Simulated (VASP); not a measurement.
# Rh in VASP: a series of runs

The runs below take Rh through electric field gradients, density of states, with PBE.

Program: VASP 6.6.1. These are calculated values, not measurements. Logs are shortened: lines on timing, memory, paths and dates and some standing lists are left out, and cuts for length are marked.

## (1) The cell of the first run

It takes space group I4/mmm (No. 139, tetragonal). Conventional cell: a = 2.689 Å, b = 2.689 Å, c = 3.765 Å, α = 90.00°, β = 90.00°, γ = 90.00°. Rh (site symmetry 4/mmm) has 12 Rh at 2.68 to 2.69 Å within 3.5 Å.

## (2) Electric field gradients, PBE (zz strain of -1 %)

Contents of INCAR:

```
PREC = Accurate ; ENCUT = 520
EDIFF = 1E-8 ; ISMEAR = -1
SIGMA = 0.08 ; LREAL = False
LASPH = True ; NELM = 80
ALGO = Normal ; ISIF = 2
LWAVE = False ; LCHARG = False
GGA = PE ; LEFG = True
NBANDS = 14
```

Contents of KPOINTS:

```
Automatic mesh
0
Gamma
  16 16 16
```

Contents of POSCAR:

```
Rh
1.0
    0.0000000000      1.9015500000      1.8825345000
    1.9015500000      0.0000000000      1.8825345000
    1.9015500000      1.9015500000      0.0000000000
Rh
1
Direct
    0.0000000000      0.0000000000      0.0000000000
```

Potentials or basis: VASP PAW PBE potentials, release 64 (Rh_pv).

Run with:

```console
$ cat potpaw_PBE.64/Rh_pv/POTCAR > POTCAR
$ mpirun -np 1 vasp_std > vasp.out
```

OUTCAR:

```text
PREC = Accurate
   ENCUT = 520
   EDIFF = 1E-8
   ISMEAR = -1
   LREAL = False
   LASPH = True
   NELM = 80
   ISIF = 2
   GGA = PE

 ion  position               nearest neighbor table
   1  0.000  0.000  0.000-

  LATTYP: Found a body centered tetragonal cell.
 ALAT       =     2.6891977995
 C/A-ratio  =     1.4000714267

  Lattice vectors:

 A1 = (   0.0000000000,  -1.9015500000,  -1.8825345000)
 A2 = (   0.0000000000,   1.9015500000,  -1.8825345000)
 A3 = (   1.9015500000,   0.0000000000,   1.8825345000)

Analysis of symmetry for initial positions (statically):
=====================================================================
 Subroutine PRICEL returns:
 Original cell was already a primitive cell.

 Routine SETGRP: Setting up the symmetry group for a
 body centered tetragonal supercell.

 Subroutine GETGRP returns: Found 16 space group operations
 (whereof 16 operations were pure point group operations)
 out of a pool of 16 trial point group operations.

The static configuration has the point symmetry D_4h.

Analysis of symmetry for dynamics (positions and initial velocities):
=====================================================================
 Subroutine PRICEL returns:
 Original cell was already a primitive cell.

 Routine SETGRP: Setting up the symmetry group for a
 body centered tetragonal supercell.

 Subroutine GETGRP returns: Found 16 space group operations
 (whereof 16 operations were pure point group operations)
 out of a pool of 16 trial point group operations.

The dynamic configuration has the point symmetry D_4h.

 Subroutine INISYM returns: Found 16 space group operations
 (whereof 16 operations are pure point group operations),
 and found     1 'primitive' translations

----------------------------------------------------------------------------------------

                                     Primitive cell

  volume of cell :      13.6141

  direct lattice vectors                    reciprocal lattice vectors
     0.000000000  1.901550000  1.882534500    -0.262943388  0.262943388  0.265599382
     1.901550000  0.000000000  1.882534500     0.262943388 -0.262943388  0.265599382
     1.901550000  1.901550000  0.000000000     0.262943388  0.262943388 -0.265599382

  length of vectors
     2.675785594  2.675785594  2.689197800     0.456969893  0.456969893  0.456969893

  position of ions in fractional coordinates (direct lattice)
     0.000000000  0.000000000  0.000000000

  ion indices of the primitive-cell ions
   primitive index   ion index
                 1           1

----------------------------------------------------------------------------------------

 KPOINTS: Automatic mesh

Automatic generation of k-mesh.
 Grid dimensions read from file:
 generate k-points for:   16   16   16

 Generating k-lattice:

  Cartesian coordinates                     Fractional coordinates (reciprocal lattice)
    -0.016433962  0.016433962  0.016599961     0.062500000  0.000000000  0.000000000
     0.016433962 -0.016433962  0.016599961     0.000000000  0.062500000  0.000000000
     0.016433962  0.016433962 -0.016599961    -0.000000000 -0.000000000  0.062500000

  Length of vectors
     0.028560618  0.028560618  0.028560618

  Shift w.r.t. Gamma in fractional coordinates (k-lattice)
     0.000000000  0.000000000  0.000000000

 Subroutine IBZKPT returns following result:
 ===========================================

 Found    349 irreducible k-points:

 Following reciprocal coordinates:
            Coordinates               Weight
  0.000000  0.000000  0.000000      1.000000
  0.062500  0.000000  0.000000      8.000000
  0.125000  0.000000  0.000000      8.000000
  0.187500  0.000000  0.000000      8.000000
  0.250000  0.000000  0.000000      8.000000
  0.312500  0.000000  0.000000      8.000000
[... 16 lines left out ...]
 -0.125000  0.062500  0.000000      8.000000
 -0.062500  0.062500  0.000000      4.000000
 [... further k-points ...]
   k-points           NKPTS =    349   k-points in BZ     NKDIM =    349   number of bands    NBANDS=     14
   number of dos      NEDOS =    301   number of ions     NIONS =      1
   total plane-waves  NPLWV =   8000
   dimension x,y,z NGX =    20 NGY =   20 NGZ =   20
   dimension x,y,z NGXF=    40 NGYF=   40 NGZF=   40
   ions per type =               1
   NGX,Y,Z   is equivalent  to a cutoff of  12.43, 12.43, 12.36 a.u.
   NGXF,Y,Z  is equivalent  to a cutoff of  24.85, 24.85, 24.73 a.u.
 SYSTEM =  unknown system
   PREC   = accura    normal or accurate (medium, high low for compatibility)
   ISTART =      0    job   : 0-new  1-cont  2-samecut
   ICHARG =      2    charge: 1-file 2-atom 10-const
   ISPIN  =      1    spin polarized calculation?
   LNONCOLLINEAR =      F non collinear calculations
   LSORBIT =      F    spin-orbit coupling
   LASPH  =      T    aspherical Exc in radial PAW
   ENCUT  =  520.0 eV  38.22 Ry    6.18 a.u.   4.98  4.98  5.00*2*pi/ulx,y,z
   NELM   =     80;   NELMIN=  2; NELMDL= -5     # of ELM steps
   EDIFF  = 0.1E-07   stopping-criterion for ELM
   LREAL  =      F    real-space projection
   EDIFFG = 0.1E-06   stopping-criterion for IOM
   NSW    =      0    number of steps for IOM
   IBRION =     -1    ionic relax: 0-MD 1-quasi-New 2-CG
   NFREE  =      0    steps in history (QN), initial steepest desc. (CG)
   ISIF   =      2    stress and relaxation
   ISYM   =      2    0-nonsym 1-usesym 2-fastsym
   POTIM  = 0.5000    time-step for ionic-motion
   TEBEG  =    0.0;   TEEND  =   0.0 temperature during run
   PSTRESS=    0.0 pullay stress
   NELECT =      15.0000    total number of electrons
   NUPDOWN=      -1.0000    fix difference up-down
   EMIN   =  10.00;   EMAX   =-10.00  energy-range for DOS
   EFERMI =   0.00;   METHOD = LEGACY
   ISMEAR =    -1;   SIGMA  =   0.08  broadening in eV -4-tet -1-fermi 0-gaus
   EFERMI_NEDOS =   21; number of points for ismear=-14 and -15
   IALGO  =     38    algorithm
   IMIX   =      4    mixing-type and parameters
     AMIX     =   0.40;   BMIX     =  1.00
     AMIX_MAG =   1.60;   BMIX_MAG =  1.00
  volume/ion in A,a.u.               =      13.61        91.87
  Fermi-wavevector in a.u.,A,eV,Ry     =   1.690866  3.195273 38.899420  2.859027
  Thomas-Fermi vector in A             =   2.772736
   LORBIT       =      0    0 simple, 1 ext, 2 COOP (PROOUT), +10 PAW based schemes
   GGA     = PE    functional components
   LHFCALC =     F    Hartree Fock is set to
   AEXX    =    0.0000 exact exchange contribution
   IVDW    =     0    specifies the selected vdW correction
   LEPSILON=     F    determine dielectric tensor
   LRPA    =     F    only Hartree local field effects (RPA)
 non-spin polarized calculation
  energy-cutoff  :      520.00
  volume of cell :       13.61
 maximum number of plane-waves:       380
   NGX =  9   NGY =  9   NGZ =  9

 number of electron      15.0000007 magnetization

 Free energy of the ion-electron system (eV)
  ---------------------------------------------------
  ext. energy  EPLUGINS =         0.00000000
  ---------------------------------------------------
  free energy    TOTEN  =        -7.26030582 eV

  energy without entropy =       -7.23116924  energy(sigma->0) =       -7.24573753

 E-fermi :  12.0788     XC(G=0): -14.0948

 val. band max:       12.0751241501   @ k =  -0.3750   0.0000   0.2500
 cond. band min:      12.0906529211   @ k =   0.3125   0.1875   0.1250
 fundamental gap:      0.0155287710
 Fermi energy:        12.0787781745

 k-point     1 :       0.0000    0.0000    0.0000
  band No.  band energies     occupation
      1     -34.3090      2.00000
      2     -34.3090      2.00000
      3     -34.3037      2.00000
      4       4.0540      2.00000
      5       8.9274      2.00000
      6       8.9274      2.00000
      7       9.0362      2.00000
      8      11.0154      2.00000
      9      11.1471      1.99998
     10      28.0761      0.00000
     11      32.5945      0.00000
     12      33.4856      0.00000
     13      33.4856      0.00000
     14      33.8051      0.00000

 k-point     2 :       0.0625    0.0000    0.0000
  band No.  band energies     occupation
      1     -34.3373      2.00000
      2     -34.3132      2.00000
      3     -34.3091      2.00000
      4       4.2129      2.00000
      5       8.8799      2.00000
      6       8.9896      2.00000
      7       9.0750      2.00000
      8      10.9826      2.00000
      9      11.1098      1.99999
     10      28.3083      0.00000
     11      32.5883      0.00000
     12      32.7219      0.00000
     13      33.7191      0.00000
     14      33.9447      0.00000

 k-point     3 :       0.1250    0.0000    0.0000
  band No.  band energies     occupation
      1     -34.4217      2.00000
      2     -34.3253      2.00000
      3     -34.3201      2.00000
      4       4.6623      2.00000
      5       8.7228      2.00000
      6       9.1435      2.00000
      7       9.2220      2.00000
      8      10.9240      2.00000
      9      11.0355      2.00000
     10      28.9075      0.00000
     11      31.0271      0.00000
     12      32.5953      0.00000
     13      34.3914      0.00000
     14      34.6065      0.00000
[... 324 lines left out ...]
 k-point    23 :      -0.1250    0.0625    0.0000
  band No.  band energies     occupation
      1     -34.4705      2.00000
      2     -34.3481      2.00000
      3     -34.3253      2.00000
      4       4.9883      2.00000
      5       8.5500      2.00000
      6       9.2566      2.00000
      7       9.3817      2.00000
      8      10.6789      2.00000
      9      11.2317      1.99995
     10      29.3064      0.00000
     11      30.3978      0.00000
     12      32.5950      0.00000
     13      34.1078      0.00000
     14      35.3486      0.00000

 k-point    24 :      -0.0625    0.0625    0.0000
  band No.  band energies     occupation
      1     -34.3791      2.00000
      2     -34.3257      2.00000
      3     -34.3151      2.00000
      4       4.4676      2.00000
      5       8.7334      2.00000
      6       9.0754      2.00000
      7       9.2264      2.00000
      8      10.8313      2.00000
      9      11.1632      1.99998
     10      28.6695      0.00000
     11      31.8511      0.00000
     12      32.5963      0.00000
     13      33.8480      0.00000
     14      34.3388      0.00000

 [... further k-points ...]

------------------------ aborting loop because EDIFF is reached ----------------------------------------

  FORCE on cell =-STRESS in cart. coord.  units (eV):
  Direction    XX          YY          ZZ          XY          YZ          ZX
  --------------------------------------------------------------------------------------
  -------------------------------------------------------------------------------------
  Total        0.6976882      0.6976882      0.9080085      0.0000000      0.0000000      0.0000000
  in kB       82.1076251     82.1076251    106.8592327      0.0000000      0.0000000      0.0000000
  external PRESSURE =      90.3581610 kB  Pullay stress =       0.0000000 kB

 VOLUME and BASIS-vectors are now :
 -----------------------------------------------------------------------------
  energy-cutoff  :      520.00
  volume of cell :       13.61
      direct lattice vectors                 reciprocal lattice vectors
     0.000000000  1.901550000  1.882534500    -0.262943388  0.262943388  0.265599382
     1.901550000  0.000000000  1.882534500     0.262943388 -0.262943388  0.265599382
     1.901550000  1.901550000  0.000000000     0.262943388  0.262943388 -0.265599382

 POSITION                                       TOTAL-FORCE (eV/Angst)
 -----------------------------------------------------------------------------------
      0.00000      0.00000      0.00000        -0.000000      0.000000      0.000000
 -----------------------------------------------------------------------------------
    total drift:                               -0.000000     -0.000000     -0.000000

  FREE ENERGIE OF THE ION-ELECTRON SYSTEM (eV)
  ---------------------------------------------------
  free  energy   TOTEN  =        -7.2603058215 eV

  energy  without entropy=       -7.2311692416  energy(sigma->0) =       -7.24573753

 Electric field gradients (V/A^2)
---------------------------------------------------------------------
 ion       V_xx      V_yy      V_zz      V_xy      V_xz      V_yz
---------------------------------------------------------------------
   1       0.451     0.451    -0.902     0.000     0.001     0.001
---------------------------------------------------------------------

 Electric field gradients after diagonalization (V/A^2)
 (convention: |V_zz| > |V_xx| > |V_yy|)
----------------------------------------------------------------------
 ion       V_xx      V_yy      V_zz     asymmetry (V_yy - V_xx)/ V_zz
----------------------------------------------------------------------
   1       0.451     0.451    -0.902       0.001
----------------------------------------------------------------------

           NMR quadrupolar parameters

 Cq : quadrupolar parameter    Cq=e*Q*V_zz/h
 eta: asymmetry parameters     (V_yy - V_xx)/ V_zz
 Q  : nuclear electric quadrupole moment in mb (millibarn)
----------------------------------------------------------------------
 ion       Cq(MHz)       eta       Q (mb)
----------------------------------------------------------------------
   1      -0.002       0.001       1.000
----------------------------------------------------------------------
```

Wall time 2.1 min (1 thread of AMD EPYC 7R13, shared host); peak memory 0.14 GiB.

Results:

```yaml
Free_energy: -7.2603 eV
Pressure: 9.0 GPa
```

Stress tensor (GPa, compression positive):
```
 8.21  0.00  0.00
 0.00  8.21  0.00
 0.00  0.00 10.69
```

Levels at points of the mesh, in eV from the Fermi level:
| k point | band 4 | band 5 | band 6 | band 7 | band 8 | band 9 | band 10 | band 11 |
| --- | --- | --- | --- | --- | --- | --- | --- | --- |
| (0.00, 0.00, 0.00) | -8.02 | -3.15 | -3.15 | -3.04 | -1.06 | -0.93 | 16.00 | 20.52 |
| (0.50, 0.00, 0.00) | -6.19 | -3.25 | -3.14 | 0.56 | 0.62 | 0.73 | 8.75 | 15.50 |
| (0.50, 0.50, 0.00) | -6.40 | -6.03 | 0.55 | 1.02 | 1.02 | 3.43 | 12.60 | 13.27 |
| (0.50, 0.00, 0.50) | -6.40 | -6.02 | 0.56 | 0.96 | 1.06 | 3.21 | 12.32 | 13.40 |

Electric field gradients, principal values (V/Å²):
```tsv
atom	least	middle	greatest (by size)
1 Rh	0.451	0.451	-0.902
```

Caveat: the cell differs from its parent crystal (zz strain of -1 %); without QUAD_EFG the Cq values of the log hold for a quadrupole moment of 1 mb, not for the nuclei.

[end of part 1 of 2]
